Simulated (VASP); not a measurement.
# Pt (P6_3/mmc) in VASP: further runs, part 2 of 3

VASP 6.6.1. The steps go on from the part before.

## 3. Single point, PBE

This run uses another cell than the first one: it holds 8 atoms, not 4.

INCAR

```
SYSTEM = Pt
PREC = Accurate
ENCUT = 520
EDIFF = 1E-6
ISMEAR = 0
SIGMA = 0.1
LREAL = .False.
LASPH = .True.
NELM = 80
ALGO = Fast
ISIF = 2
LWAVE = .False.
LCHARG = .True.
GGA = PE
LELF = .True.
LVHAR = .True.
NBANDS = 50
```

KPOINTS

```
regular mesh
0
Gamma
  12 12 4
  0 0 0
```

POSCAR

```
Pt
1.0
    2.7366074321      0.0000000000      0.0000000000
   -1.3683037160      2.3699715564      0.0000000000
    0.0000000000      0.0000000000     20.0504738061
Pt
8
Direct
    0.0000000000      0.0000000000      0.0655256145
    0.0000000000      0.0000000000      0.5655256145
    0.0000000000      0.0000000000      0.4344743855
    0.0000000000      0.0000000000      0.9344743855
    0.3333333333      0.6666666667      0.1845395045
    0.6666666667      0.3333333333      0.6845395045
    0.3333333333      0.6666666667      0.3154604955
    0.6666666667      0.3333333333      0.8154604955
```

Potentials or basis: VASP PAW PBE potentials, release 64 (Pt).

The run is started by

```
> cat potpaw_PBE.64/Pt/POTCAR > POTCAR
> mpirun -np 1 vasp_std > vasp.out
```

OUTCAR:

```text
SYSTEM = Pt
   PREC = Accurate
   ENCUT = 520
   EDIFF = 1E-6
   ISMEAR = 0
   LREAL = .False.
   LASPH = .True.
   NELM = 80
   ISIF = 2
   GGA = PE

 ion  position               nearest neighbor table
   1  0.000  0.000  0.066-   4 2.63   5 2.86   5 2.86   5 2.86
   2  0.000  0.000  0.566-   3 2.63   6 2.86   6 2.86   6 2.86
   3  0.000  0.000  0.434-   2 2.63   7 2.86   7 2.86   7 2.86
   4  0.000  0.000  0.934-   1 2.63   8 2.86   8 2.86   8 2.86
   5  0.333  0.667  0.185-   7 2.63   1 2.86   1 2.86   1 2.86
   6  0.667  0.333  0.685-   8 2.63   2 2.86   2 2.86   2 2.86
   7  0.333  0.667  0.315-   5 2.63   3 2.86   3 2.86   3 2.86
[... 1488 lines left out ...]
  Total       -0.3347518     -0.3347518     -0.4185160     -0.0000000     -0.0000000      0.0000000
  in kB       -4.1243278     -4.1243278     -5.1563502     -0.0000000     -0.0000000      0.0000000
  external PRESSURE =      -4.4683353 kB  Pullay stress =       0.0000000 kB

 VOLUME and BASIS-vectors are now :
 -----------------------------------------------------------------------------
  energy-cutoff  :      520.00
  volume of cell :      130.04
      direct lattice vectors                 reciprocal lattice vectors
     2.736607432  0.000000000  0.000000000     0.365415948  0.210972996  0.000000000
    -1.368303716  2.369971556  0.000000000     0.000000000  0.421945992  0.000000000
     0.000000000  0.000000000 20.050473806     0.000000000  0.000000000  0.049874133

 POSITION                                       TOTAL-FORCE (eV/Angst)
 -----------------------------------------------------------------------------------
      0.00000      0.00000      1.31382         0.000000      0.000000     -0.006531
      0.00000      0.00000     11.33906         0.000000     -0.000000     -0.006531
      0.00000      0.00000      8.71142        -0.000000      0.000000      0.006531
      0.00000      0.00000     18.73665        -0.000000     -0.000000      0.006531
     -0.00000      1.57998      3.70010        -0.000000     -0.000000      0.006677
      1.36830      0.78999     13.72534         0.000000     -0.000000      0.006677
     -0.00000      1.57998      6.32513        -0.000000      0.000000     -0.006677
      1.36830      0.78999     16.35037         0.000000     -0.000000     -0.006677
 -----------------------------------------------------------------------------------
    total drift:                               -0.000000     -0.000000     -0.000000

  FREE ENERGIE OF THE ION-ELECTRON SYSTEM (eV)
  ---------------------------------------------------
  free  energy   TOTEN  =       -48.2369499431 eV

  energy  without entropy=      -48.1737487087  energy(sigma->0) =      -48.20534933
```

OSZICAR:

```text
N       E                     dE             d eps       ncg     rms          rms(c)
DAV:   1     0.510696595484E+03    0.51070E+03   -0.40772E+04  5700   0.154E+03
DAV:   2    -0.323668319017E+02   -0.54306E+03   -0.50938E+03  6336   0.336E+02
DAV:   3    -0.512116700817E+02   -0.18845E+02   -0.18109E+02  6312   0.581E+01
DAV:   4    -0.514739951634E+02   -0.26233E+00   -0.26147E+00  6146   0.679E+00
DAV:   5    -0.514781787435E+02   -0.41836E-02   -0.41812E-02  6320   0.842E-01    0.302E+01
RMM:   6    -0.484634074535E+02    0.30148E+01   -0.64444E+00  5700   0.121E+01    0.159E+01
RMM:   7    -0.482839959801E+02    0.17941E+00   -0.23683E+00  5788   0.644E+00    0.507E+00
RMM:   8    -0.482523610659E+02    0.31635E-01   -0.56811E-01  5790   0.369E+00    0.287E+00
RMM:   9    -0.482398468008E+02    0.12514E-01   -0.41493E-02  6115   0.802E-01    0.110E+00
RMM:  10    -0.482367532299E+02    0.30936E-02   -0.14917E-02  6000   0.458E-01    0.219E-01
RMM:  11    -0.482369490577E+02   -0.19583E-03   -0.23169E-03  6262   0.153E-01    0.194E-01
RMM:  12    -0.482369966758E+02   -0.47618E-04   -0.49819E-04  6335   0.692E-02    0.209E-01
RMM:  13    -0.482370565435E+02   -0.59868E-04   -0.15012E-04  6046   0.489E-02    0.141E-01
RMM:  14    -0.482369761791E+02    0.80364E-04   -0.11625E-04  5968   0.496E-02    0.876E-02
RMM:  15    -0.482369588648E+02    0.17314E-04   -0.29588E-05  6006   0.224E-02    0.703E-02
RMM:  16    -0.482369538389E+02    0.50259E-05   -0.52725E-06  5122   0.922E-03    0.558E-02
RMM:  17    -0.482369507283E+02    0.31107E-05   -0.56539E-06  5263   0.101E-02    0.382E-02
RMM:  18    -0.482369499431E+02    0.78519E-06   -0.20755E-06  3335   0.566E-03
   1 F= -.48236950E+02 E0= -.48205349E+02  d E =-.632012E-01
```

Wall time 6.4 min (1 thread of Intel Xeon Platinum 8375C at 2.90GHz (Ice Lake), shared host); peak memory 0.39 GiB.

Results:

- Free energy: -48.2369 eV
- Pressure: -0.4 GPa
- Largest force: 0.007 eV/Å
- Band gap on the k mesh: zero (bands 40 and 41 overlap by 1.80 eV)

Forces in eV/Å, atoms in the order of the input:
```
Pt   0.000  0.000 -0.007
Pt   0.000  0.000 -0.007
Pt   0.000  0.000  0.007
Pt   0.000  0.000  0.007
Pt   0.000  0.000  0.007
Pt   0.000  0.000  0.007
Pt   0.000  0.000 -0.007
Pt   0.000  0.000 -0.007
```

Caveat: spin-orbit coupling is left out, which moves the levels of the heavy elements.

## 4. Single point, PBE

This run uses another cell than the first one, of 17.05 Å³/atom.

INCAR

```
SYSTEM = Pt
PREC = Accurate
ENCUT = 520
EDIFF = 1E-6
ISMEAR = 0
SIGMA = 0.1
LREAL = .False.
LASPH = .True.
NELM = 60
ALGO = Normal
ISIF = 2
LWAVE = .False.
LCHARG = .False.
GGA = PE
NBANDS = 28
```

KPOINTS

```
regular mesh
0
Gamma
  6 6 2
  0 0 0
```

POSCAR

```
Pt
1.0
    3.0691535342      0.0000000000      0.0000000000
   -1.5345767671      2.6579649287      0.0000000000
    0.0000000000      0.0000000000      8.3590766987
Pt
4
Direct
    0.0000000000      0.0000000000      0.2500000000
    0.0000000000      0.0000000000      0.7500000000
    0.3333333333      0.6666666667      0.7500000000
    0.6666666667      0.3333333333      0.2500000000
```

Potentials or basis: VASP PAW PBE potentials, release 64 (Pt).

The run is started by

```
> cat potpaw_PBE.64/Pt/POTCAR > POTCAR
> mpirun -np 1 vasp_std > vasp.out
```

OUTCAR:

```text
SYSTEM = Pt
   PREC = Accurate
   ENCUT = 520
   EDIFF = 1E-6
   ISMEAR = 0
   LREAL = .False.
   LASPH = .True.
   NELM = 60
   ISIF = 2
   GGA = PE

 ion  position               nearest neighbor table
   1  0.000  0.000  0.250-   4 1.77   4 1.77   4 1.77
   2  0.000  0.000  0.750-   3 1.77   3 1.77   3 1.77
   3  0.333  0.667  0.750-   2 1.77   2 1.77   2 1.77
   4  0.667  0.333  0.250-   1 1.77   1 1.77   1 1.77

  LATTYP: Found a hexagonal cell.
 ALAT       =     3.0691535342
 C/A-ratio  =     2.7235772357

  Lattice vectors:

 A1 = (   3.0691535342,   0.0000000000,   0.0000000000)
 A2 = (  -1.5345767671,   2.6579649287,   0.0000000000)
 A3 = (   0.0000000000,   0.0000000000,   8.3590766987)

Analysis of symmetry for initial positions (statically):
=====================================================================
 Subroutine PRICEL returns:
 Original cell was already a primitive cell.

 Routine SETGRP: Setting up the symmetry group for a
 hexagonal supercell.

 Subroutine GETGRP returns: Found 24 space group operations
 (whereof 12 operations were pure point group operations)
 out of a pool of 24 trial point group operations.
[... 158 lines left out ...]

 E-fermi :  11.3791     XC(G=0): -11.5004

 val. band max:       11.3733009502   @ k =   0.3333  -0.0000   0.0000
 cond. band min:      11.3796191258   @ k =   0.3333  -0.0000   0.5000
 fundamental gap:      0.0063181756
 Fermi energy:        11.3791260302

 k-point     1 :       0.0000    0.0000    0.0000
  band No.  band energies     occupation
      1      -1.8942      2.00000
      2      -1.8940      2.00000
      3       0.2588      2.00000
      4       0.2588      2.00000
      5       0.2737      2.00000
      6       0.2737      2.00000
[... 423 lines left out ...]
     27      18.6046      0.00000
     28      18.6046      0.00000

------------------------ aborting loop because EDIFF is reached ----------------------------------------

  FORCE on cell =-STRESS in cart. coord.  units (eV):
  Direction    XX          YY          ZZ          XY          YZ          ZX
  --------------------------------------------------------------------------------------
  -------------------------------------------------------------------------------------
  Total      230.5216109    230.5216109      0.0876046      0.0000000      0.0000000      0.0000000
  in kB     5416.2170176   5416.2170175      2.0583118      0.0000000      0.0000000      0.0000000
  external PRESSURE =    3611.4974490 kB  Pullay stress =       0.0000000 kB

 VOLUME and BASIS-vectors are now :
 -----------------------------------------------------------------------------
  energy-cutoff  :      520.00
  volume of cell :       68.19
      direct lattice vectors                 reciprocal lattice vectors
     3.069153534  0.000000000  0.000000000     0.325822735  0.188113844  0.000000000
    -1.534576767  2.657964929  0.000000000     0.000000000  0.376227688  0.000000000
     0.000000000  0.000000000  8.359076699     0.000000000  0.000000000  0.119630437

 POSITION                                       TOTAL-FORCE (eV/Angst)
 -----------------------------------------------------------------------------------
      0.00000      0.00000      2.08977         0.000000     -0.000000     -0.000000
      0.00000      0.00000      6.26931        -0.000000      0.000000     -0.000000
     -0.00000      1.77198      6.26931         0.000000      0.000000      0.000000
      1.53458      0.88599      2.08977        -0.000000     -0.000000     -0.000000
 -----------------------------------------------------------------------------------
    total drift:                                0.000000     -0.000000     -0.000000

  FREE ENERGIE OF THE ION-ELECTRON SYSTEM (eV)
  ---------------------------------------------------
  free  energy   TOTEN  =        40.0794705216 eV

  energy  without entropy=       40.1153336377  energy(sigma->0) =       40.09740208
```

OSZICAR:

```text
N       E                     dE             d eps       ncg     rms          rms(c)
DAV:   1     0.350614676582E+03    0.35061E+03   -0.21554E+04   784   0.137E+03
DAV:   2     0.473456055303E+02   -0.30327E+03   -0.29241E+03   888   0.332E+02
DAV:   3     0.370744601918E+02   -0.10271E+02   -0.10107E+02   912   0.602E+01
DAV:   4     0.369442961019E+02   -0.13016E+00   -0.13013E+00   852   0.696E+00
DAV:   5     0.369413131176E+02   -0.29830E-02   -0.29829E-02   880   0.108E+00    0.101E+02
DAV:   6     0.390013486297E+02    0.20600E+01   -0.17408E-01   848   0.245E+00    0.611E+01
DAV:   7     0.400753800650E+02    0.10740E+01   -0.31409E-01   820   0.319E+00    0.293E+00
DAV:   8     0.400760202421E+02    0.64018E-03   -0.73550E-03   872   0.469E-01    0.265E+00
DAV:   9     0.400784043477E+02    0.23841E-02   -0.24147E-03   860   0.343E-01    0.139E+00
DAV:  10     0.400792450781E+02    0.84073E-03   -0.84249E-04   868   0.185E-01    0.560E-01
DAV:  11     0.400794226709E+02    0.17759E-03   -0.85728E-05   864   0.584E-02    0.235E-01
DAV:  12     0.400794637494E+02    0.41079E-04   -0.23778E-05   860   0.317E-02    0.637E-02
DAV:  13     0.400794702585E+02    0.65091E-05   -0.45365E-06   784   0.129E-02    0.538E-03
DAV:  14     0.400794705216E+02    0.26308E-06   -0.49248E-07   444   0.404E-03
   1 F= 0.40079471E+02 E0= 0.40097402E+02  d E =-.358631E-01
```

Run time: 38 s. Hardware: 1 thread of Intel Xeon 8259CL, shared host; peak memory 0.18 GiB.

What came out:

| Item | Value |
| --- | --- |
| Free energy | 40.0795 eV |
| Pressure | 361.1 GPa |
| Band gap on the k mesh | zero (bands 20 and 21 overlap by 4.71 eV) |

Caveat: the k points lie up to 0.39 Å⁻¹ apart, too coarse for converged energies and pressures of a metal; atoms lie so close that the PAW spheres overlap strongly, which falsifies energies and pressures; spin-orbit coupling is left out, which moves the levels of the heavy elements.

## 5. Single point, PBE

This run uses another cell than the first one, of 20.77 Å³/atom.

INCAR

```
SYSTEM = Pt
ALGO     = Fast           ! electronic algorithm
EDIFF    = 1E-6           ! SCF threshold, eV
ENCUT    = 520            ! plane-wave cutoff, eV
GGA      = PE             ! functional
ISIF     = 2              ! what is computed and relaxed
ISMEAR   = 0              ! smearing method
LASPH    = .TRUE.         ! aspherical terms in the spheres
LCHARG   = .FALSE.        ! write CHGCAR
LREAL    = .FALSE.        ! projectors in reciprocal space
LWAVE    = .FALSE.        ! write WAVECAR
NBANDS   = 28             ! bands
NELM     = 100            ! most SCF steps
PREC     = Accurate       ! precision mode
SIGMA    = 0.1            ! smearing width, eV
```

KPOINTS

```
k-points
0
G
  6 6 4
  0 0 0
```

POSCAR

```
Pt
1.0
    4.3593761313      0.0000000000      0.0000000000
   -2.1796880657      3.7753304744      0.0000000000
    0.0000000000      0.0000000000      5.0479466427
Pt
4
Direct
    0.0000000000      0.0000000000      0.2500000000
    0.0000000000      0.0000000000      0.7500000000
    0.3333333333      0.6666666667      0.7500000000
    0.6666666667      0.3333333333      0.2500000000
```

Potentials or basis: VASP PAW PBE potentials, release 64 (Pt).

The run is started by

```
> cat potpaw_PBE.64/Pt/POTCAR > POTCAR
> mpirun -np 1 vasp_std > vasp.out
```

OUTCAR:

```text
SYSTEM = Pt
   EDIFF = 1E-6
   ENCUT = 520
   GGA = PE
   ISIF = 2
   ISMEAR = 0
   LASPH = .TRUE.
   LREAL = .FALSE.
   NELM = 100
   PREC = Accurate

 ion  position               nearest neighbor table
   1  0.000  0.000  0.250-   4 2.52   4 2.52   4 2.52   2 2.52   2 2.52
   2  0.000  0.000  0.750-   3 2.52   3 2.52   3 2.52   1 2.52   1 2.52
   3  0.333  0.667  0.750-   2 2.52   2 2.52   2 2.52
   4  0.667  0.333  0.250-   1 2.52   1 2.52   1 2.52

  LATTYP: Found a hexagonal cell.
 ALAT       =     4.3593761313
[... 846 lines left out ...]
  Direction    XX          YY          ZZ          XY          YZ          ZX
  --------------------------------------------------------------------------------------
  -------------------------------------------------------------------------------------
  Total       -0.2393533     -0.2393533     -0.2186451      0.0000000      0.0000000      0.0000000
  in kB       -4.6158954     -4.6158954     -4.2165405      0.0000000      0.0000000      0.0000000
  external PRESSURE =      -4.4827771 kB  Pullay stress =       0.0000000 kB

 VOLUME and BASIS-vectors are now :
 -----------------------------------------------------------------------------
  energy-cutoff  :      520.00
  volume of cell :       83.08
      direct lattice vectors                 reciprocal lattice vectors
     4.359376131  0.000000000  0.000000000     0.229390621  0.132438737  0.000000000
    -2.179688066  3.775330474  0.000000000     0.000000000  0.264877474  0.000000000
     0.000000000  0.000000000  5.047946643     0.000000000  0.000000000  0.198100351

 POSITION                                       TOTAL-FORCE (eV/Angst)
 -----------------------------------------------------------------------------------
      0.00000      0.00000      1.26199        -0.000000      0.000000      0.000000
      0.00000      0.00000      3.78596        -0.000000     -0.000000     -0.000000
     -0.00000      2.51689      3.78596         0.000000     -0.000000      0.000000
      2.17969      1.25844      1.26199         0.000000      0.000000      0.000000
 -----------------------------------------------------------------------------------
    total drift:                               -0.000000      0.000000     -0.000000

  FREE ENERGIE OF THE ION-ELECTRON SYSTEM (eV)
  ---------------------------------------------------
  free  energy   TOTEN  =       -20.6852008024 eV

  energy  without entropy=      -20.6449059970  energy(sigma->0) =      -20.66505340
```

OSZICAR:

```text
N       E                     dE             d eps       ncg     rms          rms(c)
DAV:   1     0.226386368954E+03    0.22639E+03   -0.20056E+04  1176   0.134E+03
DAV:   2    -0.140368902504E+02   -0.24042E+03   -0.22787E+03  1324   0.280E+02
DAV:   3    -0.219609308023E+02   -0.79240E+01   -0.76949E+01  1320   0.468E+01
DAV:   4    -0.220524547005E+02   -0.91524E-01   -0.91414E-01  1288   0.529E+00
DAV:   5    -0.220536870562E+02   -0.12324E-02   -0.12323E-02  1276   0.673E-01    0.178E+01
RMM:   6    -0.208533257604E+02    0.12004E+01   -0.30572E+00  1179   0.101E+01    0.106E+01
RMM:   7    -0.210199241880E+02   -0.16660E+00   -0.12510E+00  1181   0.551E+00    0.708E+00
RMM:   8    -0.207030796178E+02    0.31684E+00   -0.56364E-01  1191   0.402E+00    0.324E+00
RMM:   9    -0.206859475831E+02    0.17132E-01   -0.50802E-02  1222   0.126E+00    0.377E-01
RMM:  10    -0.206851187039E+02    0.82888E-03   -0.48995E-03  1275   0.388E-01    0.156E-01
RMM:  11    -0.206851933204E+02   -0.74617E-04   -0.85749E-04  1293   0.136E-01    0.594E-02
RMM:  12    -0.206852013030E+02   -0.79826E-05   -0.21901E-04  1274   0.762E-02    0.429E-02
RMM:  13    -0.206852002707E+02    0.10323E-05   -0.39667E-05  1277   0.325E-02    0.637E-03
RMM:  14    -0.206852006818E+02   -0.41118E-06   -0.12800E-05  1214   0.170E-02    0.275E-03
RMM:  15    -0.206852008024E+02   -0.12054E-06   -0.25834E-06   818   0.788E-03
   1 F= -.20685201E+02 E0= -.20665053E+02  d E =-.402948E-01
```

Wall time 60 s (1 thread of Intel Xeon 8259CL, shared host); peak memory 0.21 GiB.

What came out:

- Free energy: -20.6852 eV
- Pressure: -0.4 GPa
- Band gap on the k mesh: zero (bands 20 and 21 overlap by 1.58 eV)

Caveat: spin-orbit coupling is left out, which moves the levels of the heavy elements.

[end of part 2 of 3]
